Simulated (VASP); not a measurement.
# Zr (P6_3/mmc) in VASP: further runs

The runs below take Zr through single point, with LDA.

Program: VASP 6.6.1. These are calculated values, not measurements. Logs are shortened: lines on timing, memory, paths and dates and some standing lists are left out, and cuts for length are marked.

### 1 The cell of the first run

Symmetry: P6_3/mmc, No. 194, hexagonal system. The conventional cell has a = 3.143 Å, b = 3.143 Å, c = 5.092 Å, α = 90.00°, β = 90.00°, γ = 120.00°. Within 4.1 Å of Zr (site symmetry -6m2) lie 12 Zr at 3.13 to 3.14 Å.

### 2 Single point, LDA

Input file INCAR:

```
PREC     = Accurate       # precision mode
ENCUT    = 520            # plane-wave cutoff, eV
EDIFF    = 1E-6           # SCF threshold, eV
ISMEAR   = 0              # smearing method
SIGMA    = 0.1            # smearing width, eV
LREAL    = False          # projectors in reciprocal space
LASPH    = True           # aspherical terms in the spheres
NELM     = 80             # most SCF steps
ALGO     = Normal         # electronic algorithm
ISIF     = 2              # what is computed and relaxed
LWAVE    = False          # write WAVECAR
LCHARG   = True           # write CHGCAR
GGA      = CA             # functional
LELF     = True           # ELF
LVHAR    = True         
NBANDS   = 19             # bands
```

Input file KPOINTS:

```
Automatic mesh
0
Gamma
  12 12 7
```

Input file POSCAR:

```
Zr
1.0
    3.1427549199      0.0000000000      0.0000000000
   -1.5713774599      2.7217055985      0.0000000000
    0.0000000000      0.0000000000      5.0916409272
Zr
2
Direct
    0.3333333333      0.6666666667      0.2500000000
    0.6666666667      0.3333333333      0.7500000000
```

Potentials or basis: VASP PAW LDA potentials, release 64 (Zr_sv).

Started as:

```bash
> cat potpaw_LDA.64/Zr_sv/POTCAR > POTCAR
> mpirun -np 1 vasp_std > vasp.out
```

OUTCAR:

```text
PREC = Accurate
   ENCUT = 520
   EDIFF = 1E-6
   ISMEAR = 0
   LREAL = False
   LASPH = True
   NELM = 80
   ISIF = 2
   GGA = CA

 ion  position               nearest neighbor table
   1  0.333  0.667  0.250-   2 3.13   2 3.13   2 3.13   2 3.13   2 3.13   2 3.13
   2  0.667  0.333  0.750-   1 3.13   1 3.13   1 3.13   1 3.13   1 3.13   1 3.13

  LATTYP: Found a hexagonal cell.
 ALAT       =     3.1427549199
 C/A-ratio  =     1.6201202629

  Lattice vectors:

 A1 = (   3.1427549199,   0.0000000000,   0.0000000000)
 A2 = (  -1.5713774599,   2.7217055985,   0.0000000000)
 A3 = (   0.0000000000,   0.0000000000,   5.0916409272)

Analysis of symmetry for initial positions (statically):
=====================================================================
 Subroutine PRICEL returns:
 Original cell was already a primitive cell.

 Routine SETGRP: Setting up the symmetry group for a
 hexagonal supercell.

 Subroutine GETGRP returns: Found 24 space group operations
 (whereof 12 operations were pure point group operations)
 out of a pool of 24 trial point group operations.

The static configuration has the point symmetry D_3d.
 The point group associated with its full space group is D_6h.

Analysis of symmetry for dynamics (positions and initial velocities):
=====================================================================
 Subroutine PRICEL returns:
 Original cell was already a primitive cell.

 Routine SETGRP: Setting up the symmetry group for a
 hexagonal supercell.

 Subroutine GETGRP returns: Found 24 space group operations
 (whereof 12 operations were pure point group operations)
 out of a pool of 24 trial point group operations.

The dynamic configuration has the point symmetry D_3d.
 The point group associated with its full space group is D_6h.

 Subroutine INISYM returns: Found 24 space group operations
 (whereof 12 operations are pure point group operations),
 and found     1 'primitive' translations

----------------------------------------------------------------------------------------

                                     Primitive cell

  volume of cell :      43.5521

  direct lattice vectors                    reciprocal lattice vectors
     3.142754920  0.000000000  0.000000000     0.318192168  0.183708334  0.000000000
    -1.571377460  2.721705598  0.000000000     0.000000000  0.367416667  0.000000000
     0.000000000  0.000000000  5.091640927     0.000000000  0.000000000  0.196400338

  length of vectors
     3.142754920  3.142754920  5.091640927     0.367416667  0.367416667  0.196400338

  position of ions in fractional coordinates (direct lattice)
     0.333333333  0.666666667  0.250000000
     0.666666667  0.333333333  0.750000000

  ion indices of the primitive-cell ions
   primitive index   ion index
                 1           1
                 2           2

----------------------------------------------------------------------------------------

 KPOINTS: Automatic mesh

Automatic generation of k-mesh.
 Grid dimensions read from file:
 generate k-points for:   12   12    7

 Generating k-lattice:

  Cartesian coordinates                     Fractional coordinates (reciprocal lattice)
     0.026516014  0.015309028  0.000000000     0.083333333  0.000000000  0.000000000
     0.000000000  0.030618056  0.000000000     0.000000000  0.083333333  0.000000000
     0.000000000  0.000000000  0.028057191     0.000000000  0.000000000  0.142857143

  Length of vectors
     0.030618056  0.030618056  0.028057191

  Shift w.r.t. Gamma in fractional coordinates (k-lattice)
     0.000000000  0.000000000  0.000000000

 Subroutine IBZKPT returns following result:
 ===========================================

 Found     76 irreducible k-points:

 Following reciprocal coordinates:
            Coordinates               Weight
  0.000000  0.000000  0.000000      1.000000
  0.083333 -0.000000  0.000000      6.000000
  0.166667  0.000000  0.000000      6.000000
  0.250000 -0.000000  0.000000      6.000000
  0.333333  0.000000  0.000000      6.000000
  0.416667  0.000000  0.000000      6.000000
[... 16 lines left out ...]
  0.250000 -0.000000  0.142857     12.000000
  0.333333  0.000000  0.142857     12.000000
 [... further k-points ...]
   k-points           NKPTS =     76   k-points in BZ     NKDIM =     76   number of bands    NBANDS=     19
   number of dos      NEDOS =    301   number of ions     NIONS =      2
   total plane-waves  NPLWV =  23040
   dimension x,y,z NGX =    24 NGY =   24 NGZ =   40
   dimension x,y,z NGXF=    48 NGYF=   48 NGZF=   80
   ions per type =               2
   NGX,Y,Z   is equivalent  to a cutoff of  12.70, 12.70, 13.06 a.u.
   NGXF,Y,Z  is equivalent  to a cutoff of  25.39, 25.39, 26.12 a.u.
 SYSTEM =  unknown system
   PREC   = accura    normal or accurate (medium, high low for compatibility)
   ISTART =      0    job   : 0-new  1-cont  2-samecut
   ICHARG =      2    charge: 1-file 2-atom 10-const
   ISPIN  =      1    spin polarized calculation?
   LNONCOLLINEAR =      F non collinear calculations
   LSORBIT =      F    spin-orbit coupling
   LASPH  =      T    aspherical Exc in radial PAW
   ENCUT  =  520.0 eV  38.22 Ry    6.18 a.u.   5.84  5.84  9.47*2*pi/ulx,y,z
   NELM   =     80;   NELMIN=  2; NELMDL= -5     # of ELM steps
   EDIFF  = 0.1E-05   stopping-criterion for ELM
   LREAL  =      F    real-space projection
   EDIFFG = 0.1E-04   stopping-criterion for IOM
   NSW    =      0    number of steps for IOM
   IBRION =     -1    ionic relax: 0-MD 1-quasi-New 2-CG
   NFREE  =      0    steps in history (QN), initial steepest desc. (CG)
   ISIF   =      2    stress and relaxation
   ISYM   =      2    0-nonsym 1-usesym 2-fastsym
   POTIM  = 0.5000    time-step for ionic-motion
   TEBEG  =    0.0;   TEEND  =   0.0 temperature during run
   PSTRESS=    0.0 pullay stress
   NELECT =      24.0000    total number of electrons
   NUPDOWN=      -1.0000    fix difference up-down
   EMIN   =  10.00;   EMAX   =-10.00  energy-range for DOS
   EFERMI =   0.00;   METHOD = LEGACY
   ISMEAR =     0;   SIGMA  =   0.10  broadening in eV -4-tet -1-fermi 0-gaus
   EFERMI_NEDOS =   21; number of points for ismear=-14 and -15
   IALGO  =     38    algorithm
   IMIX   =      4    mixing-type and parameters
     AMIX     =   0.40;   BMIX     =  1.00
     AMIX_MAG =   1.60;   BMIX_MAG =  1.00
  volume/ion in A,a.u.               =      21.78       146.95
  Fermi-wavevector in a.u.,A,eV,Ry     =   1.342174  2.536341 24.509951  1.801431
  Thomas-Fermi vector in A             =   2.470349
   LORBIT       =      0    0 simple, 1 ext, 2 COOP (PROOUT), +10 PAW based schemes
   GGA     = CA    functional components
   LHFCALC =     F    Hartree Fock is set to
   AEXX    =    0.0000 exact exchange contribution
   IVDW    =     0    specifies the selected vdW correction
   LEPSILON=     F    determine dielectric tensor
   LRPA    =     F    only Hartree local field effects (RPA)
 non-spin polarized calculation
 Gauss-broadening in eV      SIGMA  =   0.10
  energy-cutoff  :      520.00
  volume of cell :       43.55
 maximum number of plane-waves:      1189
 NGX is ok and might be reduce to    24

 number of electron      23.9999999 magnetization

 Free energy of the ion-electron system (eV)
  ---------------------------------------------------
  ext. energy  EPLUGINS =         0.00000000
  ---------------------------------------------------
  free energy    TOTEN  =       -18.58495911 eV

  energy without entropy =      -18.57376360  energy(sigma->0) =      -18.57936136

 E-fermi :   9.5598     XC(G=0): -11.6020

 val. band max:        9.5426096233   @ k =   0.3333   0.2500   0.2857
 cond. band min:       9.5918271667   @ k =   0.2500   0.1667   0.4286
 fundamental gap:      0.0492175434
 Fermi energy:         9.5598128521

 k-point     1 :       0.0000    0.0000    0.0000
  band No.  band energies     occupation
      1     -38.8807      2.00000
      2     -38.6848      2.00000
      3     -17.6651      2.00000
      4     -16.5773      2.00000
      5     -16.5773      2.00000
      6     -16.4413      2.00000
[... 11 lines left out ...]
     18      11.9035      0.00000
     19      14.3125      0.00000

 k-point     2 :       0.0833   -0.0000    0.0000
  band No.  band energies     occupation
      1     -38.8697      2.00000
      2     -38.6797      2.00000
      3     -17.6386      2.00000
      4     -16.6403      2.00000
      5     -16.5972      2.00000
      6     -16.4813      2.00000
[... 11 lines left out ...]
     18      11.7165      0.00000
     19      14.4480      0.00000

 k-point     3 :       0.1667    0.0000    0.0000
  band No.  band energies     occupation
      1     -38.8392      2.00000
      2     -38.6661      2.00000
      3     -17.5628      2.00000
      4     -16.8119      2.00000
      5     -16.6534      2.00000
      6     -16.6495      2.00000
[... 11 lines left out ...]
     18      11.8804      0.00000
     19      14.7200      0.00000

 k-point     4 :       0.2500   -0.0000    0.0000
  band No.  band energies     occupation
      1     -38.7956      2.00000
      2     -38.6491      2.00000
      3     -17.4481      2.00000
      4     -17.0443      2.00000
      5     -16.8770      2.00000
      6     -16.7175      2.00000
[... 11 lines left out ...]
     18      12.7355      0.00000
     19      14.9589      0.00000

 k-point     5 :       0.3333    0.0000    0.0000
  band No.  band energies     occupation
      1     -38.7484      2.00000
      2     -38.6352      2.00000
      3     -17.3127      2.00000
      4     -17.2736      2.00000
      5     -17.0896      2.00000
      6     -16.7826      2.00000
[... 11 lines left out ...]
     18      13.7791      0.00000
     19      15.1095      0.00000

 k-point     6 :       0.4167    0.0000    0.0000
  band No.  band energies     occupation
      1     -38.7094      2.00000
      2     -38.6292      2.00000
      3     -17.4389      2.00000
      4     -17.2396      2.00000
      5     -17.1858      2.00000
      6     -16.8289      2.00000
[... 11 lines left out ...]
     18      14.8028      0.00000
     19      15.1830      0.00000

 k-point     7 :       0.5000   -0.0000    0.0000
  band No.  band energies     occupation
      1     -38.6930      2.00000
      2     -38.6291      2.00000
      3     -17.4988      2.00000
      4     -17.2934      2.00000
      5     -17.1258      2.00000
      6     -16.8455      2.00000
[... 11 lines left out ...]
     18      15.3574      0.00000
     19      16.2793      0.00000

 k-point     8 :       0.0833    0.0833    0.0000
  band No.  band energies     occupation
      1     -38.8490      2.00000
      2     -38.6703      2.00000
      3     -17.5874      2.00000
      4     -16.7449      2.00000
      5     -16.6692      2.00000
      6     -16.5676      2.00000
[... 256 lines left out ...]
 k-point    20 :       0.0000    0.0000    0.1429
  band No.  band energies     occupation
      1     -38.8712      2.00000
      2     -38.6947      2.00000
      3     -17.6088      2.00000
      4     -16.5694      2.00000
      5     -16.5694      2.00000
      6     -16.5068      2.00000
[... 11 lines left out ...]
     18      12.1595      0.00000
     19      14.3558      0.00000

 k-point    21 :       0.0833   -0.0000    0.1429
  band No.  band energies     occupation
      1     -38.8605      2.00000
      2     -38.6893      2.00000
      3     -17.5854      2.00000
      4     -16.6310      2.00000
      5     -16.5888      2.00000
      6     -16.5463      2.00000
[... 11 lines left out ...]
     18      12.0186      0.00000
     19      14.4651      0.00000

 k-point    22 :       0.1667    0.0000    0.1429
  band No.  band energies     occupation
      1     -38.8308      2.00000
      2     -38.6748      2.00000
      3     -17.5200      2.00000
      4     -16.7982      2.00000
      5     -16.6984      2.00000
      6     -16.6398      2.00000
[... 11 lines left out ...]
     18      11.9524      0.00000
     19      14.6778      0.00000

 k-point    23 :       0.2500   -0.0000    0.1429
  band No.  band energies     occupation
      1     -38.7884      2.00000
      2     -38.6565      2.00000
      3     -17.4313      2.00000
      4     -17.0167      2.00000
      5     -16.9121      2.00000
      6     -16.7063      2.00000
[... 11 lines left out ...]
     18      12.6561      0.00000
     19      14.8561      0.00000

 k-point    24 :       0.3333    0.0000    0.1429
  band No.  band energies     occupation
      1     -38.7429      2.00000
      2     -38.6408      2.00000
      3     -17.3926      2.00000
      4     -17.1833      2.00000
      5     -17.0983      2.00000
      6     -16.7702      2.00000
[... 11 lines left out ...]
     18      13.6229      0.00000
     19      14.9832      0.00000

 [... further k-points ...]

------------------------ aborting loop because EDIFF is reached ----------------------------------------

  FORCE on cell =-STRESS in cart. coord.  units (eV):
  Direction    XX          YY          ZZ          XY          YZ          ZX
  --------------------------------------------------------------------------------------
  -------------------------------------------------------------------------------------
  Total        0.0525779      0.0525779      0.0350482      0.0000000     -0.0000000     -0.0000000
  in kB        1.9342145      1.9342145      1.2893367      0.0000000     -0.0000000     -0.0000000
  external PRESSURE =       1.7192552 kB  Pullay stress =       0.0000000 kB

 VOLUME and BASIS-vectors are now :
 -----------------------------------------------------------------------------
  energy-cutoff  :      520.00
  volume of cell :       43.55
      direct lattice vectors                 reciprocal lattice vectors
     3.142754920  0.000000000  0.000000000     0.318192168  0.183708334  0.000000000
    -1.571377460  2.721705598  0.000000000     0.000000000  0.367416667  0.000000000
     0.000000000  0.000000000  5.091640927     0.000000000  0.000000000  0.196400338

 POSITION                                       TOTAL-FORCE (eV/Angst)
 -----------------------------------------------------------------------------------
     -0.00000      1.81447      1.27291        -0.000000      0.000000      0.000000
      1.57138      0.90724      3.81873         0.000000     -0.000000      0.000000
 -----------------------------------------------------------------------------------
    total drift:                               -0.000000      0.000000     -0.000000

  FREE ENERGIE OF THE ION-ELECTRON SYSTEM (eV)
  ---------------------------------------------------
  free  energy   TOTEN  =       -18.5849591149 eV

  energy  without entropy=      -18.5737635984  energy(sigma->0) =      -18.57936136
```

Wall time 15 s (1 thread of Intel Xeon 6975P-C (Granite Rapids), shared host); peak memory 0.17 GiB.

What came out:

```yaml
Free_energy: -18.5850 eV
Pressure: 0.2 GPa
Band_gap_on_the_k_mesh: zero (bands 12 and 13 overlap by 1.15 eV)
```

### 3 Single point, LDA

Input file INCAR:

```
SYSTEM = Zr
  PREC = Accurate
  ENCUT = 520
  EDIFF = 1E-6
  ISMEAR = 0
  SIGMA = 0.1
  LREAL = .FALSE.
  LASPH = .TRUE.
  NELM = 60
  ALGO = Normal
  ISIF = 2
  LWAVE = .FALSE.
  LCHARG = .TRUE.
  GGA = CA
  LELF = .TRUE.
  LVHAR = .TRUE.
  NBANDS = 19
```

Input file KPOINTS:

```
Automatic mesh
0
G
  15 15 8
  0 0 0
```

POSCAR is that of step 2.

Potentials or basis: VASP PAW LDA potentials, release 64 (Zr_sv).

Started as:

```bash
> cat potpaw_LDA.64/Zr_sv/POTCAR > POTCAR
> mpirun -np 1 vasp_std > vasp.out
```

Run time: 26 s. Hardware: 1 thread of Intel Xeon 6975P-C (Granite Rapids), shared host; peak memory 0.2 GiB.

Results (log left out):

```yaml
Free_energy: -18.5893 eV
Pressure: 0.1 GPa
Band_gap_on_the_k_mesh: zero (bands 12 and 13 overlap by 1.35 eV)
```

Stress tensor (GPa, compression positive):
```
0.06 0.00 0.00
0.00 0.06 0.00
0.00 0.00 0.14
```

Levels at points of the mesh, in eV from the Fermi level:
```
           k point  band 8  band 9  band 10  band 11  band 12  band 13  band 14  band 15  band 16  band 17
(0.00, 0.00, 0.00)  -25.99   -5.75    -3.23     0.84     0.86     0.86     1.38     1.57     1.57     2.33
(0.00, 0.00, 0.50)  -26.07   -4.00    -4.00    -0.05    -0.05     0.78     0.78     0.78     0.78     4.20
```

### 4 Single point, LDA

Input file INCAR:

```
SYSTEM = Zr
PREC = Accurate
ENCUT = 520
EDIFF = 1E-7
ISMEAR = 0
SIGMA = 0.1
LREAL = .FALSE.
LASPH = .TRUE.
NELM = 80
ALGO = Fast
ISIF = 2
LWAVE = .FALSE.
LCHARG = .FALSE.
NBANDS = 19
ISYM = 0
```

Input file KPOINTS:

```
regular mesh
0
G
  11 7 13
  0 0 0
```

Input file POSCAR:

```
Zr
1.0
    3.1427549199      0.0000000000      0.0000000000
    0.0000000000      5.0916409272      0.0000000000
    1.5713774599      0.0000000000      2.7217055985
Zr
2
Direct
    0.3333333333      0.7500000000      0.3333333333
    0.6666666667      0.2500000000      0.6666666667
```

Started as:

```bash
> cat potpaw_LDA.64/Zr_sv/POTCAR > POTCAR
> mpirun -np 1 vasp_std > vasp.out
```

Run time: 8 min. Hardware: 1 thread of Intel Xeon Platinum 8259CL at 2.50GHz (Skylake/Cascade Lake), shared host; peak memory 0.41 GiB.

Results (log left out):

```
Free energy            : -18.5869 eV
Pressure               : 0.1 GPa
Largest force          : 0.005 eV/Å
Band gap on the k mesh : zero (bands 12 and 13 overlap by 1.19 eV)
```

Forces on the atoms (eV/Å):
```
Zr   0.005  0.000  0.002
Zr  -0.005  0.000 -0.002
```

Stress tensor (GPa, compression positive):
```
 0.23  0.00 -0.03
 0.00  0.05  0.00
-0.03  0.00  0.09
```

Levels at points of the mesh, in eV from the Fermi level:
| k point | band 8 | band 9 | band 10 | band 11 | band 12 | band 13 | band 14 | band 15 | band 16 | band 17 |
| --- | --- | --- | --- | --- | --- | --- | --- | --- | --- | --- |
| (0.00, 0.00, 0.00) | -25.97 | -5.73 | -3.22 | 0.86 | 0.87 | 0.87 | 1.40 | 1.59 | 1.59 | 2.35 |

### 5 Single point, LDA

This run uses another cell than the first one, of the same volume but with other edges.

Input file INCAR:

```
PREC = Accurate
ENCUT = 520
EDIFF = 1E-6
ISMEAR = 0
SIGMA = 0.1
LREAL = F
LASPH = T
NELM = 80
ALGO = Fast
ISIF = 2
LWAVE = F
LCHARG = T
GGA = CA
LELF = T
LVHAR = T
ISYM = 0
NBANDS = 19
```

Input file KPOINTS:

```
regular mesh
0
Gamma
  11 6 14
```

Input file POSCAR:

```
Zr
1.0
    3.1427549151      0.0000000000      0.0000000000
   -1.5713774576      5.7734295449      0.0000000000
    1.5713774576      1.2830643008      2.4002973446
Zr
2
Direct
    0.0833333333      0.7500000000      0.5833333333
    0.9166666667      0.2500000000      0.4166666667
```

Started as:

```bash
> cat potpaw_LDA.64/Zr_sv/POTCAR > POTCAR
> mpirun -np 1 vasp_std > vasp.out
```

Run time: 16 min. Hardware: 1 thread of AMD EPYC 7R13, shared host; peak memory 0.37 GiB.

It converged, with:

```
Free energy            : -18.5883 eV
Pressure               : 0.1 GPa
Largest force          : 0.004 eV/Å
Band gap on the k mesh : zero (bands 12 and 13 overlap by 1.25 eV)
```

Forces on the atoms (eV/Å):
```
Zr   0.002 -0.001  0.003
Zr  -0.002  0.001 -0.003
```

Stress tensor (GPa, compression positive):
```
 0.27 -0.05  0.04
-0.05  0.09  0.01
 0.04  0.01 -0.02
```

Levels at points of the mesh, in eV from the Fermi level:
```tsv
k point	band 9	band 10	band 11	band 12	band 13	band 14	band 15	band 16
(0.00, 0.00, 0.00)	-5.74	-3.23	0.85	0.86	0.86	1.39	1.58	1.58
(0.00, 0.50, 0.00)	-3.99	-3.99	-0.04	-0.04	0.79	0.79	0.79	0.79
(0.00, 0.00, 0.50)	-3.08	-3.08	-1.25	-1.25	1.96	1.96	2.37	2.37
(0.00, 0.50, 0.50)	-2.82	-2.60	-2.37	0.05	0.59	0.75	1.48	5.38
```

### 6 Summary

```csv
cell,k mesh,gap on the mesh (eV),pressure (GPa)
"a = 3.143, b = 3.143, c = 5.092 Å, angles 90.0, 90.0, 120.0°, 2 atoms, atomic positions A",12 × 12 × 7,none,0.2
"a = 3.143, b = 3.143, c = 5.092 Å, angles 90.0, 90.0, 120.0°, 2 atoms, atomic positions A",15 × 15 × 8,none,0.1
"a = 3.143, b = 5.092 Å, angles 90.0, 60.0, 90.0°, 2 atoms, atomic positions B",11 × 7 × 13,none,0.1
"a = 3.143, b = 5.983 Å, angles 74.8, 60.0, 105.2°, 2 atoms, atomic positions C",11 × 6 × 14,none,0.1
```

Alike in all rows: task single point; level LDA; potentials or basis VASP PAW LDA potentials, release 64 (Zr_sv); no spin polarisation; cutoff (eV) 520; smearing gaussian 0.1 eV.

Total energies depend on the potentials used, so only differences within one code and one set of settings carry meaning.
